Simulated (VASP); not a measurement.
Input of a VASP 6.6.1 run:

INCAR

```
PREC = Accurate ; ENCUT = 520
EDIFF = 1E-6 ; ISMEAR = 0
SIGMA = 0.02 ; LREAL = F
LASPH = T ; NELM = 80
ALGO = Normal ; ISIF = 2
LWAVE = F ; LCHARG = F
GGA = PE ; NBANDS = 16
```

File KPOINTS:

```
regular mesh
0
Gamma
  10 10 10
```

POSCAR

```
ZnS
1.0
    0.0000000000      2.7256921770      2.7256921770
    2.7256921770      0.0000000000      2.7256921770
    2.7256921770      2.7256921770      0.0000000000
Zn S
1 1
Direct
    0.0000000000      0.0000000000      0.0000000000
    0.7500000000      0.7500000000      0.7500000000
```

Potentials or basis: VASP PAW PBE potentials, release 64 (Zn, S).

The run is started by

```bash
$ cat potpaw_PBE.64/Zn/POTCAR potpaw_PBE.64/S/POTCAR > POTCAR
$ mpirun -np 1 vasp_std > vasp.out
```

(1) What does it give for the pressure?

(2) Estimate the band gap on the k mesh.

Answers

(1) -0.1 GPa.

(2) 2.00 eV.

Caveat: the cell differs from its parent crystal (strained).
